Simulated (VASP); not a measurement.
# SrTiO3 (Pm-3m) in VASP: single point with PBE+U

Aim: the single point of SrTiO3 with PBE+U.

Everything below comes from runs of VASP 6.6.1. Logs are shortened: lines on timing, memory, paths and dates and some standing lists are left out, and cuts for length are marked.

### 1 The cell of the first run

The structure is cubic, space group Pm-3m (No. 221). The conventional cell has a = 3.936 Å, b = 3.936 Å, c = 3.936 Å, α = 90.00°, β = 90.00°, γ = 90.00°. Sr (site symmetry m-3m) has 12 O at 2.78 Å and 8 Ti at 3.41 Å within 3.7 Å. Ti (site symmetry m-3m) has 6 O at 1.97 Å within 2.6 Å. O (site symmetry 4/mmm) has 2 Ti at 1.97 Å within 2.6 Å.

### 2 Single point, PBE+U, collinear spin

File INCAR:

```
PREC = Accurate
ENCUT = 520
EDIFF = 1E-6
ISMEAR = 0
SIGMA = 0.02
LREAL = F
LASPH = T
NELM = 150
ALGO = Normal
ISIF = 2
LWAVE = F
LCHARG = F
ISPIN = 2
MAGMOM = 0 1 0 0 0
LORBIT = 11
LMAXMIX = 4
LDAU = T
LDAUTYPE = 2
LDAUL = -1 2 -1
LDAUU = 0 4 0
LDAUJ = 0 0 0
LDAUPRINT = 1
GGA = PE
NBANDS = 32
```

File KPOINTS:

```
regular mesh
0
Gamma
  8 8 8
```

File POSCAR:

```
SrTiO3
1.0
    3.9364041186      0.0000000000      0.0000000000
    0.0000000000      3.9364041186      0.0000000000
    0.0000000000      0.0000000000      3.9364041186
Sr Ti O
1 1 3
Direct
    0.5000000000      0.5000000000      0.5000000000
    0.0000000000      0.0000000000      0.0000000000
    0.5000000000      0.0000000000      0.0000000000
    0.0000000000      0.5000000000      0.0000000000
    0.0000000000      0.0000000000      0.5000000000
```

Potentials or basis: VASP PAW PBE potentials, release 64 (Sr_sv, Ti_sv, O).

The run is started by

```console
$ cat potpaw_PBE.64/Sr_sv/POTCAR potpaw_PBE.64/Ti_sv/POTCAR potpaw_PBE.64/O/POTCAR > POTCAR
$ mpirun -np 1 vasp_std > vasp.out
```

OUTCAR:

```text
PREC = Accurate
   ENCUT = 520
   EDIFF = 1E-6
   ISMEAR = 0
   LREAL = F
   LASPH = T
   NELM = 150
   ISIF = 2
   ISPIN = 2
   LORBIT = 11
   GGA = PE

 ion  position               nearest neighbor table
   1  0.500  0.500  0.500-   3 2.78   4 2.78   5 2.78   3 2.78   4 2.78   3 2.78   5 2.78   3 2.78
                             4 2.78   5 2.78   4 2.78   5 2.78   2 3.41   2 3.41   2 3.41   2 3.41
   2  0.000  0.000  0.000-   3 1.97   4 1.97   5 1.97   5 1.97   4 1.97   3 1.97   1 3.41   1 3.41
                             1 3.41   1 3.41   1 3.41   1 3.41   1 3.41   1 3.41
   3  0.500  0.000  0.000-   2 1.97   2 1.97   1 2.78   1 2.78   1 2.78   1 2.78
   4  0.000  0.500  0.000-   2 1.97   2 1.97   1 2.78   1 2.78   1 2.78   1 2.78
   5  0.000  0.000  0.500-   2 1.97   2 1.97   1 2.78   1 2.78   1 2.78   1 2.78

  LATTYP: Found a simple cubic cell.
 ALAT       =     3.9364041186

  Lattice vectors:

 A1 = (   3.9364041186,   0.0000000000,   0.0000000000)
 A2 = (   0.0000000000,   3.9364041186,   0.0000000000)
 A3 = (   0.0000000000,   0.0000000000,   3.9364041186)

Analysis of symmetry for initial positions (statically):
=====================================================================
 Subroutine PRICEL returns:
 Original cell was already a primitive cell.

 Routine SETGRP: Setting up the symmetry group for a
 simple cubic supercell.

 Subroutine GETGRP returns: Found 48 space group operations
 (whereof 48 operations were pure point group operations)
 out of a pool of 48 trial point group operations.

The static configuration has the point symmetry O_h .

Analysis of symmetry for dynamics (positions and initial velocities):
=====================================================================
 Subroutine PRICEL returns:
 Original cell was already a primitive cell.

 Routine SETGRP: Setting up the symmetry group for a
 simple cubic supercell.

 Subroutine GETGRP returns: Found 48 space group operations
 (whereof 48 operations were pure point group operations)
 out of a pool of 48 trial point group operations.

The dynamic configuration has the point symmetry O_h .

Analysis of structural, dynamic, and magnetic symmetry:
=====================================================================
 Subroutine PRICEL returns:
 Original cell was already a primitive cell.

 Routine SETGRP: Setting up the symmetry group for a
 simple cubic supercell.

 Subroutine GETGRP returns: Found 48 space group operations
 (whereof 48 operations were pure point group operations)
 out of a pool of 48 trial point group operations.

The overall configuration has the point symmetry O_h .

 Subroutine INISYM returns: Found 48 space group operations
 (whereof 48 operations are pure point group operations),
 and found     1 'primitive' translations

----------------------------------------------------------------------------------------

                                     Primitive cell

  volume of cell :      60.9957

  direct lattice vectors                    reciprocal lattice vectors
     3.936404119  0.000000000  0.000000000     0.254038958  0.000000000  0.000000000
     0.000000000  3.936404119  0.000000000     0.000000000  0.254038958  0.000000000
     0.000000000  0.000000000  3.936404119     0.000000000  0.000000000  0.254038958

  length of vectors
     3.936404119  3.936404119  3.936404119     0.254038958  0.254038958  0.254038958

  position of ions in fractional coordinates (direct lattice)
     0.500000000  0.500000000  0.500000000
     0.000000000  0.000000000  0.000000000
     0.500000000  0.000000000  0.000000000
     0.000000000  0.500000000  0.000000000
     0.000000000  0.000000000  0.500000000

  ion indices of the primitive-cell ions
   primitive index   ion index
                 1           1
                 2           2
                 3           3
                 4           4
                 5           5

----------------------------------------------------------------------------------------

 KPOINTS: regular mesh

Automatic generation of k-mesh.
 Grid dimensions read from file:
 generate k-points for:    8    8    8

 Generating k-lattice:

  Cartesian coordinates                     Fractional coordinates (reciprocal lattice)
     0.031754870  0.000000000  0.000000000     0.125000000  0.000000000  0.000000000
     0.000000000  0.031754870  0.000000000     0.000000000  0.125000000  0.000000000
     0.000000000  0.000000000  0.031754870     0.000000000  0.000000000  0.125000000

  Length of vectors
     0.031754870  0.031754870  0.031754870

  Shift w.r.t. Gamma in fractional coordinates (k-lattice)
     0.000000000  0.000000000  0.000000000

 Subroutine IBZKPT returns following result:
 ===========================================

 Found     35 irreducible k-points:

 Following reciprocal coordinates:
            Coordinates               Weight
  0.000000  0.000000  0.000000      1.000000
  0.125000  0.000000  0.000000      6.000000
  0.250000  0.000000  0.000000      6.000000
  0.375000  0.000000  0.000000      6.000000
  0.500000  0.000000  0.000000      3.000000
  0.125000  0.125000  0.000000     12.000000
[... 16 lines left out ...]
  0.375000  0.375000  0.125000     24.000000
  0.500000  0.375000  0.125000     24.000000
 [... further k-points ...]
   k-points           NKPTS =     35   k-points in BZ     NKDIM =     35   number of bands    NBANDS=     32
   number of dos      NEDOS =    301   number of ions     NIONS =      5
   total plane-waves  NPLWV =  27000
   dimension x,y,z NGX =    30 NGY =   30 NGZ =   30
   dimension x,y,z NGXF=    60 NGYF=   60 NGZF=   60
   ions per type =               1   1   3
   NGX,Y,Z   is equivalent  to a cutoff of  12.67, 12.67, 12.67 a.u.
   NGXF,Y,Z  is equivalent  to a cutoff of  25.34, 25.34, 25.34 a.u.
 SYSTEM =  unknown system
   PREC   = accura    normal or accurate (medium, high low for compatibility)
   ISTART =      0    job   : 0-new  1-cont  2-samecut
   ICHARG =      2    charge: 1-file 2-atom 10-const
   ISPIN  =      2    spin polarized calculation?
   LNONCOLLINEAR =      F non collinear calculations
   LSORBIT =      F    spin-orbit coupling
   LASPH  =      T    aspherical Exc in radial PAW
   ENCUT  =  520.0 eV  38.22 Ry    6.18 a.u.   7.32  7.32  7.32*2*pi/ulx,y,z
   NELM   =    150;   NELMIN=  2; NELMDL= -5     # of ELM steps
   EDIFF  = 0.1E-05   stopping-criterion for ELM
   LREAL  =      F    real-space projection
   EDIFFG = 0.1E-04   stopping-criterion for IOM
   NSW    =      0    number of steps for IOM
   IBRION =     -1    ionic relax: 0-MD 1-quasi-New 2-CG
   NFREE  =      0    steps in history (QN), initial steepest desc. (CG)
   ISIF   =      2    stress and relaxation
   ISYM   =      2    0-nonsym 1-usesym 2-fastsym
   POTIM  = 0.5000    time-step for ionic-motion
   TEBEG  =    0.0;   TEEND  =   0.0 temperature during run
   PSTRESS=    0.0 pullay stress
   NELECT =      40.0000    total number of electrons
   NUPDOWN=      -1.0000    fix difference up-down
   EMIN   =  10.00;   EMAX   =-10.00  energy-range for DOS
   EFERMI =   0.00;   METHOD = LEGACY
   ISMEAR =     0;   SIGMA  =   0.02  broadening in eV -4-tet -1-fermi 0-gaus
   EFERMI_NEDOS =   21; number of points for ismear=-14 and -15
   IALGO  =     38    algorithm
   IMIX   =      4    mixing-type and parameters
     AMIX     =   0.40;   BMIX     =  1.00
     AMIX_MAG =   1.60;   BMIX_MAG =  1.00
  volume/ion in A,a.u.               =      12.20        82.32
  Fermi-wavevector in a.u.,A,eV,Ry     =   1.422313  2.687782 27.524232  2.022974
  Thomas-Fermi vector in A             =   2.543030
   LORBIT       =     11    0 simple, 1 ext, 2 COOP (PROOUT), +10 PAW based schemes
 LDA+U is selected, type is set to LDAUTYPE =  2
   angular momentum for each species LDAUL =    -1    2   -1
   U (eV)           for each species LDAUU =   0.0  4.0  0.0
   J (eV)           for each species LDAUJ =   0.0  0.0  0.0
   GGA     = PE    functional components
   LHFCALC =     F    Hartree Fock is set to
   AEXX    =    0.0000 exact exchange contribution
   IVDW    =     0    specifies the selected vdW correction
   LEPSILON=     F    determine dielectric tensor
   LRPA    =     F    only Hartree local field effects (RPA)
 spin polarized calculation
 Gauss-broadening in eV      SIGMA  =   0.02
  energy-cutoff  :      520.00
  volume of cell :       61.00
 maximum number of plane-waves:      1671
 NGX is ok and might be reduce to    30
   NGX = 15   NGY = 15   NGZ = 15

 number of electron      39.9999990 magnetization      -0.0000656

atom =   2  type =  2  l = 2

 onsite density matrix

spin component  1

  0.1026  0.0000 -0.0000  0.0000 -0.0000
  0.0000  0.1026  0.0000  0.0000 -0.0000
 -0.0000  0.0000  0.2495  0.0000  0.0000
  0.0000  0.0000  0.0000  0.1026  0.0000
 -0.0000 -0.0000  0.0000  0.0000  0.2495

spin component  2

  0.1026  0.0000 -0.0000  0.0000 -0.0000
  0.0000  0.1026  0.0000  0.0000 -0.0000
 -0.0000  0.0000  0.2495  0.0000  0.0000
  0.0000  0.0000  0.0000  0.1026  0.0000
 -0.0000 -0.0000  0.0000  0.0000  0.2495

 occupancies and eigenvectors

  o =  0.1026  v =  1.0000  0.0000  0.0000  0.0000  0.0000  0.0000  0.0000  0.0000  0.0000  0.0000      0.0000  0.0000  0.0000  0.0000  0.0000  0.0000  0.0000  0.0000  0.0000  0.0000
  o =  0.1026  v =  0.0000  0.4640  0.0000 -0.8858 -0.0000  0.0000  0.0000  0.0000  0.0000  0.0000      0.0000  0.0000  0.0000  0.0000  0.0000  0.0000  0.0000  0.0000  0.0000  0.0000
  o =  0.1026  v =  0.0000  0.8858 -0.0000  0.4640  0.0000  0.0000  0.0000  0.0000  0.0000  0.0000      0.0000  0.0000  0.0000  0.0000  0.0000  0.0000  0.0000  0.0000  0.0000  0.0000
  o =  0.1026  v =  0.0000  0.0000  0.0000  0.0000  0.0000  1.0000  0.0000  0.0000  0.0000  0.0000      0.0000  0.0000  0.0000  0.0000  0.0000  0.0000  0.0000  0.0000  0.0000  0.0000
  o =  0.1026  v =  0.0000  0.0000  0.0000  0.0000  0.0000  0.0000  0.4505 -0.0000 -0.8928  0.0000      0.0000  0.0000  0.0000  0.0000  0.0000  0.0000  0.0000  0.0000  0.0000  0.0000
  o =  0.1026  v =  0.0000  0.0000  0.0000  0.0000  0.0000  0.0000  0.8928 -0.0000  0.4505 -0.0000      0.0000  0.0000  0.0000  0.0000  0.0000  0.0000  0.0000  0.0000  0.0000  0.0000
  o =  0.2495  v =  0.0000  0.0000  0.0000  0.0000  0.0000  0.0000  0.0000 -0.0020 -0.0000 -1.0000      0.0000  0.0000  0.0000  0.0000  0.0000  0.0000  0.0000  0.0000  0.0000  0.0000
  o =  0.2495  v =  0.0000  0.0000  0.0000  0.0000  0.0000  0.0000  0.0000  1.0000  0.0000 -0.0020      0.0000  0.0000  0.0000  0.0000  0.0000  0.0000  0.0000  0.0000  0.0000  0.0000
  o =  0.2495  v =  0.0000  0.0000 -0.0800 -0.0000  0.9968  0.0000  0.0000  0.0000  0.0000  0.0000      0.0000  0.0000  0.0000  0.0000  0.0000  0.0000  0.0000  0.0000  0.0000  0.0000
  o =  0.2495  v =  0.0000  0.0000 -0.9968 -0.0000 -0.0800  0.0000  0.0000  0.0000  0.0000  0.0000      0.0000  0.0000  0.0000  0.0000  0.0000  0.0000  0.0000  0.0000  0.0000  0.0000

 number of electron      39.9999990 magnetization       0.0000777

 Free energy of the ion-electron system (eV)
  ---------------------------------------------------
  ext. energy  EPLUGINS =         0.00000000
  ---------------------------------------------------
  free energy    TOTEN  =       -37.39340420 eV

  energy without entropy =      -37.39340420  energy(sigma->0) =      -37.39340420

 E-fermi :   4.1914     XC(G=0): -11.1525

 val. band max:        4.1057628277   @ k =   0.5000   0.5000   0.5000
 cond. band min:       6.4328021516   @ k =   0.0000   0.0000   0.0000
 fundamental gap:      2.3270393239
 Fermi energy:         4.1914227492

 spin component 1

 k-point     1 :       0.0000    0.0000    0.0000
  band No.  band energies     occupation
      1     -53.5032      1.00000
      2     -29.6853      1.00000
      3     -29.6853      1.00000
      4     -29.6853      1.00000
      5     -28.7562      1.00000
      6     -13.3001      1.00000
[... 1673 lines left out ...]
     31      15.2967      0.00000
     32      16.1510      0.00000

 [... further k-points ...]
[... 5 lines left out ...]
  --------------------------------------------------------------------------------------
  -------------------------------------------------------------------------------------
  Total        1.5915178      1.5915178      1.5915178     -0.0000000      0.0000000     -0.0000000
  in kB       41.8045010     41.8045010     41.8045010     -0.0000000      0.0000000     -0.0000000
  external PRESSURE =      41.8045010 kB  Pullay stress =       0.0000000 kB

 VOLUME and BASIS-vectors are now :
 -----------------------------------------------------------------------------
  energy-cutoff  :      520.00
  volume of cell :       61.00
      direct lattice vectors                 reciprocal lattice vectors
     3.936404119  0.000000000  0.000000000     0.254038958  0.000000000  0.000000000
     0.000000000  3.936404119  0.000000000     0.000000000  0.254038958  0.000000000
     0.000000000  0.000000000  3.936404119     0.000000000  0.000000000  0.254038958

 POSITION                                       TOTAL-FORCE (eV/Angst)
 -----------------------------------------------------------------------------------
      1.96820      1.96820      1.96820         0.000000      0.000000      0.000000
      0.00000      0.00000      0.00000         0.000000      0.000000      0.000000
      1.96820      0.00000      0.00000         0.000000      0.000000      0.000000
      0.00000      1.96820      0.00000         0.000000      0.000000      0.000000
      0.00000      0.00000      1.96820         0.000000      0.000000      0.000000
 -----------------------------------------------------------------------------------
    total drift:                                0.000000     -0.000000      0.000000

  FREE ENERGIE OF THE ION-ELECTRON SYSTEM (eV)
  ---------------------------------------------------
  free  energy   TOTEN  =       -37.3934041992 eV

  energy  without entropy=      -37.3934041992  energy(sigma->0) =      -37.39340420

 total charge

# of ion       s       p       d       tot
------------------------------------------
    1        1.998   5.793   0.195   7.986
    2        2.233   6.318   1.586  10.137
    3        1.562   3.500   0.000   5.062
    4        1.562   3.500   0.000   5.062
    5        1.562   3.500   0.000   5.062
--------------------------------------------------
tot          8.917  22.612   1.781  33.310

 magnetization (x)

# of ion       s       p       d       tot
------------------------------------------
    1       -0.000   0.000   0.000   0.000
    2        0.000   0.000   0.000   0.000
    3        0.000  -0.000   0.000   0.000
    4        0.000  -0.000   0.000   0.000
    5        0.000  -0.000   0.000   0.000
--------------------------------------------------
tot          0.000   0.000   0.000   0.000
```

Run time: 3 min. Hardware: 1 thread of Intel Xeon 8259CL, shared host; peak memory 0.26 GiB.

What came out:

```
Free energy                                           : -37.3934 eV
Pressure                                              : 4.2 GPa
Band gap on the k mesh                                : 2.33 eV (least direct gap 2.76 eV)
Net moment                                            : 0.00 μB per cell
Valence electrons inside the program's atomic spheres : Sr 7.99; Ti 10.14; O 5.06
```

Levels at points of the mesh, in eV from the valence-band top:
Spin up:
```tsv
k point	band 18	band 19	band 20	band 21	band 22	band 23
(0.00, 0.00, 0.00)	-0.43	-0.43	-0.43	2.33	2.33	2.33
(0.50, 0.00, 0.00)	-1.93	-0.80	-0.80	2.52	4.13	4.13
(0.50, 0.50, 0.00)	-1.57	-1.57	-0.09	4.14	4.14	4.60
(0.50, 0.50, 0.50)	0.00	0.00	0.00	4.81	4.81	4.81
```
Spin down:
```csv
k point,band 16,band 17,band 18,band 19,band 20,band 21,band 22,band 23,band 24,band 25
"(0.00, 0.00, 0.00)",-1.14,-1.14,-0.43,-0.43,-0.43,2.33,2.33,2.33,4.17,4.17
"(0.50, 0.00, 0.00)",-2.20,-2.20,-1.93,-0.80,-0.80,2.52,4.13,4.13,4.18,6.23
"(0.50, 0.50, 0.00)",-2.68,-1.90,-1.57,-1.57,-0.09,4.14,4.14,4.60,5.06,7.74
"(0.50, 0.50, 0.50)",-3.58,-3.58,0.00,0.00,0.00,4.81,4.81,4.81,6.79,6.79
```

Eigenvalues of the final occupation matrices:
| site | spin | trace | eigenvalues |
| --- | --- | --- | --- |
| site 2 d | 1 | 0.81 | 0.10 0.10 0.10 0.25 0.25 |
| site 2 d | 2 | 0.81 | 0.10 0.10 0.10 0.25 0.25 |

Caveat: the cell stands under pressure.
